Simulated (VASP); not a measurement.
# Ti (Fm-3m) in VASP: notebook

Runs on Ti. Level: revPBE. Tasks: single point.

All numbers are computed with VASP 6.6.1; they aren't measurements. Logs are shortened: lines on timing, memory, paths and dates and some standing lists are left out, and cuts for length are marked.

### 1 The cell of the first run

It takes space group Fm-3m (No. 225, cubic). The conventional cell has a = 4.200 Å, b = 4.200 Å, c = 4.200 Å, α = 90.00°, β = 90.00°, γ = 90.00°. Within 3.9 Å of Ti (site symmetry m-3m) lie 12 Ti at 2.97 Å.

### 2 Single point, revPBE (volume scaled by 1.04)

INCAR reads:

```
PREC = Accurate
ENCUT = 520
EDIFF = 1E-6
ISMEAR = -1
SIGMA = 0.1
LREAL = F
LASPH = T
NELM = 100
ALGO = Normal
ISIF = 2
LWAVE = F
LCHARG = F
GGA = RE
NBANDS = 12
```

KPOINTS reads:

```
regular mesh
0
Gamma
  15 15 15
```

POSCAR reads:

```
Ti
1.0
    0.0000000000      2.1000270968      2.1000270968
    2.1000270968      0.0000000000      2.1000270968
    2.1000270968      2.1000270968      0.0000000000
Ti
1
Direct
    0.0000000000      0.0000000000      0.0000000000
```

Potentials or basis: VASP PAW PBE potentials, release 64 (Ti_sv).

Launch:

```bash
cat potpaw_PBE.64/Ti_sv/POTCAR > POTCAR
mpirun -np 1 vasp_std > vasp.out
```

OUTCAR:

```text
PREC = Accurate
   ENCUT = 520
   EDIFF = 1E-6
   ISMEAR = -1
   LREAL = F
   LASPH = T
   NELM = 100
   ISIF = 2
   GGA = RE

 ion  position               nearest neighbor table
   1  0.000  0.000  0.000-

  LATTYP: Found a face centered cubic cell.
 ALAT       =     4.2000541936

  Lattice vectors:

 A1 = (   0.0000000000,   2.1000270968,   2.1000270968)
 A2 = (   2.1000270968,   0.0000000000,   2.1000270968)
 A3 = (   2.1000270968,   2.1000270968,   0.0000000000)

Analysis of symmetry for initial positions (statically):
=====================================================================
 Subroutine PRICEL returns:
 Original cell was already a primitive cell.

 Routine SETGRP: Setting up the symmetry group for a
 face centered cubic supercell.

 Subroutine GETGRP returns: Found 48 space group operations
 (whereof 48 operations were pure point group operations)
 out of a pool of 48 trial point group operations.

The static configuration has the point symmetry O_h .

Analysis of symmetry for dynamics (positions and initial velocities):
=====================================================================
 Subroutine PRICEL returns:
 Original cell was already a primitive cell.

 Routine SETGRP: Setting up the symmetry group for a
 face centered cubic supercell.

 Subroutine GETGRP returns: Found 48 space group operations
 (whereof 48 operations were pure point group operations)
 out of a pool of 48 trial point group operations.

The dynamic configuration has the point symmetry O_h .

 Subroutine INISYM returns: Found 48 space group operations
 (whereof 48 operations are pure point group operations),
 and found     1 'primitive' translations

----------------------------------------------------------------------------------------

                                     Primitive cell

  volume of cell :      18.5227

  direct lattice vectors                    reciprocal lattice vectors
     0.000000000  2.100027097  2.100027097    -0.238092166  0.238092166  0.238092166
     2.100027097  0.000000000  2.100027097     0.238092166 -0.238092166  0.238092166
     2.100027097  2.100027097  0.000000000     0.238092166  0.238092166 -0.238092166

  length of vectors
     2.969886802  2.969886802  2.969886802     0.412387728  0.412387728  0.412387728

  position of ions in fractional coordinates (direct lattice)
     0.000000000  0.000000000  0.000000000

  ion indices of the primitive-cell ions
   primitive index   ion index
                 1           1

----------------------------------------------------------------------------------------

 KPOINTS: regular mesh

Automatic generation of k-mesh.
 Grid dimensions read from file:
 generate k-points for:   15   15   15

 Generating k-lattice:

  Cartesian coordinates                     Fractional coordinates (reciprocal lattice)
    -0.015872811  0.015872811  0.015872811     0.066666667  0.000000000  0.000000000
     0.015872811 -0.015872811  0.015872811     0.000000000  0.066666667  0.000000000
     0.015872811  0.015872811 -0.015872811     0.000000000  0.000000000  0.066666667

  Length of vectors
     0.027492515  0.027492515  0.027492515

  Shift w.r.t. Gamma in fractional coordinates (k-lattice)
     0.000000000  0.000000000  0.000000000

 Subroutine IBZKPT returns following result:
 ===========================================

 Found    120 irreducible k-points:

 Following reciprocal coordinates:
            Coordinates               Weight
  0.000000  0.000000  0.000000      1.000000
  0.066667  0.000000  0.000000      8.000000
  0.133333  0.000000  0.000000      8.000000
  0.200000  0.000000  0.000000      8.000000
  0.266667  0.000000  0.000000      8.000000
  0.333333  0.000000  0.000000      8.000000
[... 16 lines left out ...]
  0.133333  0.133333  0.000000      6.000000
  0.200000  0.133333  0.000000     24.000000
 [... further k-points ...]
   k-points           NKPTS =    120   k-points in BZ     NKDIM =    120   number of bands    NBANDS=     12
   number of dos      NEDOS =    301   number of ions     NIONS =      1
   total plane-waves  NPLWV =  13824
   dimension x,y,z NGX =    24 NGY =   24 NGZ =   24
   dimension x,y,z NGXF=    48 NGYF=   48 NGZF=   48
   ions per type =               1
   NGX,Y,Z   is equivalent  to a cutoff of  13.43, 13.43, 13.43 a.u.
   NGXF,Y,Z  is equivalent  to a cutoff of  26.87, 26.87, 26.87 a.u.
 SYSTEM =  unknown system
   PREC   = accura    normal or accurate (medium, high low for compatibility)
   ISTART =      0    job   : 0-new  1-cont  2-samecut
   ICHARG =      2    charge: 1-file 2-atom 10-const
   ISPIN  =      1    spin polarized calculation?
   LNONCOLLINEAR =      F non collinear calculations
   LSORBIT =      F    spin-orbit coupling
   LASPH  =      T    aspherical Exc in radial PAW
   ENCUT  =  520.0 eV  38.22 Ry    6.18 a.u.   5.52  5.52  5.52*2*pi/ulx,y,z
   NELM   =    100;   NELMIN=  2; NELMDL= -5     # of ELM steps
   EDIFF  = 0.1E-05   stopping-criterion for ELM
   LREAL  =      F    real-space projection
   EDIFFG = 0.1E-04   stopping-criterion for IOM
   NSW    =      0    number of steps for IOM
   IBRION =     -1    ionic relax: 0-MD 1-quasi-New 2-CG
   NFREE  =      0    steps in history (QN), initial steepest desc. (CG)
   ISIF   =      2    stress and relaxation
   ISYM   =      2    0-nonsym 1-usesym 2-fastsym
   POTIM  = 0.5000    time-step for ionic-motion
   TEBEG  =    0.0;   TEEND  =   0.0 temperature during run
   PSTRESS=    0.0 pullay stress
   NELECT =      12.0000    total number of electrons
   NUPDOWN=      -1.0000    fix difference up-down
   EMIN   =  10.00;   EMAX   =-10.00  energy-range for DOS
   EFERMI =   0.00;   METHOD = LEGACY
   ISMEAR =    -1;   SIGMA  =   0.10  broadening in eV -4-tet -1-fermi 0-gaus
   EFERMI_NEDOS =   21; number of points for ismear=-14 and -15
   IALGO  =     38    algorithm
   IMIX   =      4    mixing-type and parameters
     AMIX     =   0.40;   BMIX     =  1.00
     AMIX_MAG =   1.60;   BMIX_MAG =  1.00
  volume/ion in A,a.u.               =      18.52       125.00
  Fermi-wavevector in a.u.,A,eV,Ry     =   1.416556  2.676902 27.301863  2.006630
  Thomas-Fermi vector in A             =   2.537878
   LORBIT       =      0    0 simple, 1 ext, 2 COOP (PROOUT), +10 PAW based schemes
   GGA     = RE    functional components
   LHFCALC =     F    Hartree Fock is set to
   AEXX    =    0.0000 exact exchange contribution
   IVDW    =     0    specifies the selected vdW correction
   LEPSILON=     F    determine dielectric tensor
   LRPA    =     F    only Hartree local field effects (RPA)
 non-spin polarized calculation
  energy-cutoff  :      520.00
  volume of cell :       18.52
 maximum number of plane-waves:       531
 NGX is ok and might be reduce to    24
   NGX = 11   NGY = 11   NGZ = 11

 number of electron      11.9999998 magnetization

 Free energy of the ion-electron system (eV)
  ---------------------------------------------------
  ext. energy  EPLUGINS =         0.00000000
  ---------------------------------------------------
  free energy    TOTEN  =        -7.48005342 eV

  energy without entropy =       -7.41962598  energy(sigma->0) =       -7.44983970

 E-fermi :   7.6389     XC(G=0): -11.1198

 val. band max:        7.6093446954   @ k =   0.3333   0.0000   0.0000
 cond. band min:       7.6459396938   @ k =  -0.4000   0.3333   0.1333
 fundamental gap:      0.0365949984
 Fermi energy:         7.6388860767

 k-point     1 :       0.0000    0.0000    0.0000
  band No.  band energies     occupation
      1     -49.2867      2.00000
      2     -25.1634      2.00000
      3     -25.1634      2.00000
      4     -25.1634      2.00000
      5       1.6882      2.00000
      6       8.4789      0.00045
      7       8.4789      0.00045
      8       8.4789      0.00045
      9       9.9788      0.00000
     10       9.9788      0.00000
     11      22.4911      0.00000
     12      26.6863      0.00000

 k-point     2 :       0.0667    0.0000    0.0000
  band No.  band energies     occupation
      1     -49.2827      2.00000
      2     -25.1873      2.00000
      3     -25.1664      2.00000
      4     -25.1664      2.00000
      5       1.8236      2.00000
      6       8.3980      0.00101
      7       8.5264      0.00028
      8       8.5264      0.00028
      9       9.9490      0.00000
     10       9.9490      0.00000
     11      22.5755      0.00000
     12      25.5820      0.00000

 k-point     3 :       0.1333    0.0000    0.0000
  band No.  band energies     occupation
      1     -49.2715      2.00000
      2     -25.2543      2.00000
      3     -25.1750      2.00000
      4     -25.1750      2.00000
      5       2.2181      2.00000
      6       8.1843      0.00852
      7       8.6406      0.00009
      8       8.6406      0.00009
      9       9.8935      0.00000
     10       9.8935      0.00000
     11      22.5200      0.00000
     12      23.9579      0.00000

 k-point     4 :       0.2000    0.0000    0.0000
  band No.  band energies     occupation
      1     -49.2549      2.00000
      2     -25.3521      2.00000
      3     -25.1877      2.00000
      4     -25.1877      2.00000
      5       2.8330      2.00000
      6       7.9127      0.12157
      7       8.7302      0.00004
      8       8.7302      0.00004
      9       9.9146      0.00000
     10       9.9146      0.00000
     11      21.2165      0.00000
     12      23.3914      0.00000

 k-point     5 :       0.2667    0.0000    0.0000
  band No.  band energies     occupation
      1     -49.2358      2.00000
      2     -25.4632      2.00000
      3     -25.2022      2.00000
      4     -25.2022      2.00000
      5       3.5910      2.00000
      6       7.6823      0.78613
      7       8.7001      0.00005
      8       8.7001      0.00005
      9      10.1091      0.00000
     10      10.1091      0.00000
     11      19.4030      0.00000
     12      23.0342      0.00000
[... 228 lines left out ...]
      1     -49.2633      2.00000
      2     -25.2934      2.00000
      3     -25.1972      2.00000
      4     -25.1746      2.00000
      5       2.5145      2.00000
      6       8.0274      0.04026
      7       8.7000      0.00005
      8       8.7381      0.00003
      9       9.6954      0.00000
     10      10.0470      0.00000
     11      22.3220      0.00000
     12      23.3687      0.00000

 k-point    22 :      -0.0667    0.0667    0.0000
  band No.  band energies     occupation
      1     -49.2763      2.00000
      2     -25.2204      2.00000
      3     -25.1802      2.00000
      4     -25.1675      2.00000
      5       2.0454      2.00000
      6       8.2636      0.00387
      7       8.5982      0.00014
      8       8.6091      0.00012
      9       9.8236      0.00000
     10       9.9924      0.00000
     11      22.6654      0.00000
     12      24.6199      0.00000

 k-point    23 :       0.1333    0.1333    0.0000
  band No.  band energies     occupation
      1     -49.2665      2.00000
      2     -25.2518      2.00000
      3     -25.1950      2.00000
      4     -25.1950      2.00000
      5       2.3907      2.00000
      6       7.9993      0.05299
      7       8.7856      0.00002
      8       8.7856      0.00002
      9       9.5160      0.00000
     10      10.1283      0.00000
     11      22.9474      0.00000
     12      24.5298      0.00000

 k-point    24 :       0.2000    0.1333    0.0000
  band No.  band energies     occupation
      1     -49.2541      2.00000
      2     -25.3154      2.00000
      3     -25.2111      2.00000
      4     -25.2068      2.00000
      5       2.8421      2.00000
      6       7.7630      0.44857
      7       8.8816      0.00001
      8       8.9377      0.00000
      9       9.3936      0.00000
     10      10.2055      0.00000
     11      22.6317      0.00000
     12      23.4815      0.00000

 [... further k-points ...]

------------------------ aborting loop because EDIFF is reached ----------------------------------------

  FORCE on cell =-STRESS in cart. coord.  units (eV):
  Direction    XX          YY          ZZ          XY          YZ          ZX
  --------------------------------------------------------------------------------------
  -------------------------------------------------------------------------------------
  Total       -0.4540079     -0.4540079     -0.4540079      0.0000000      0.0000000      0.0000000
  in kB      -39.2707617    -39.2707617    -39.2707617      0.0000000      0.0000000      0.0000000
  external PRESSURE =     -39.2707617 kB  Pullay stress =       0.0000000 kB

 VOLUME and BASIS-vectors are now :
 -----------------------------------------------------------------------------
  energy-cutoff  :      520.00
  volume of cell :       18.52
      direct lattice vectors                 reciprocal lattice vectors
     0.000000000  2.100027097  2.100027097    -0.238092166  0.238092166  0.238092166
     2.100027097  0.000000000  2.100027097     0.238092166 -0.238092166  0.238092166
     2.100027097  2.100027097  0.000000000     0.238092166  0.238092166 -0.238092166

 POSITION                                       TOTAL-FORCE (eV/Angst)
 -----------------------------------------------------------------------------------
      0.00000      0.00000      0.00000        -0.000000      0.000000      0.000000
 -----------------------------------------------------------------------------------
    total drift:                                0.000000     -0.000000     -0.000000

  FREE ENERGIE OF THE ION-ELECTRON SYSTEM (eV)
  ---------------------------------------------------
  free  energy   TOTEN  =        -7.4800534219 eV

  energy  without entropy=       -7.4196259777  energy(sigma->0) =       -7.44983970
```

Run time: 16 s. Hardware: 1 thread of AMD EPYC 9R45 (Zen 5), shared host; peak memory 0.12 GiB.

Results:

```
Free energy            : -7.4801 eV
Pressure               : -3.9 GPa
Band gap on the k mesh : zero (band 6 reaches 8.48 eV, above the bottom of band 7 at 7.38 eV)
```

Levels at points of the mesh, in eV from the Fermi level:
```csv
k point,band 2,band 3,band 4,band 5,band 6,band 7,band 8,band 9,band 10,band 11
"(0.00, 0.00, 0.00)",-32.80,-32.80,-32.80,-5.95,0.84,0.84,0.84,2.34,2.34,14.85
```

Caveat: the PAW data sets were made with another functional, which shifts forces and pressure a little.

### 3 Single point, revPBE (volume scaled by 1.08)

INCAR reads:

```
  PREC = Accurate
  ENCUT = 520
  EDIFF = 1E-7
  ISMEAR = -1
  SIGMA = 0.1
  LREAL = F
  LASPH = T
  NELM = 100
  ALGO = Normal
  ISIF = 2
  LWAVE = F
  LCHARG = F
  GGA = RE
  NBANDS = 12
```

KPOINTS reads:

```
Automatic mesh
0
Gamma
  15 15 15
```

POSCAR reads:

```
Ti
1.0
    0.0000000000      2.1266125406      2.1266125406
    2.1266125406      0.0000000000      2.1266125406
    2.1266125406      2.1266125406      0.0000000000
Ti
1
Direct
    0.0000000000      0.0000000000      0.0000000000
```

Potentials or basis: VASP PAW PBE potentials, release 64 (Ti_sv).

Launch:

```bash
cat potpaw_PBE.64/Ti_sv/POTCAR > POTCAR
mpirun -np 1 vasp_std > vasp.out
```

Run time: 18 s. Hardware: 1 thread of AMD EPYC 9R45 (Zen 5), shared host; peak memory 0.12 GiB.

Results (log left out):

```
Free energy            : -7.4558 eV
Pressure               : -7.0 GPa
Band gap on the k mesh : zero (band 6 reaches 8.08 eV, above the bottom of band 7 at 7.02 eV)
```

Levels at points of the mesh, in eV from the Fermi level:
```
           k point  band 2  band 3  band 4  band 5  band 6  band 7  band 8  band 9  band 10  band 11
(0.00, 0.00, 0.00)  -32.91  -32.91  -32.91   -5.85    0.81    0.81    0.81    2.24     2.24    14.64
```

Caveat: the PAW data sets were made with another functional, which shifts forces and pressure a little.
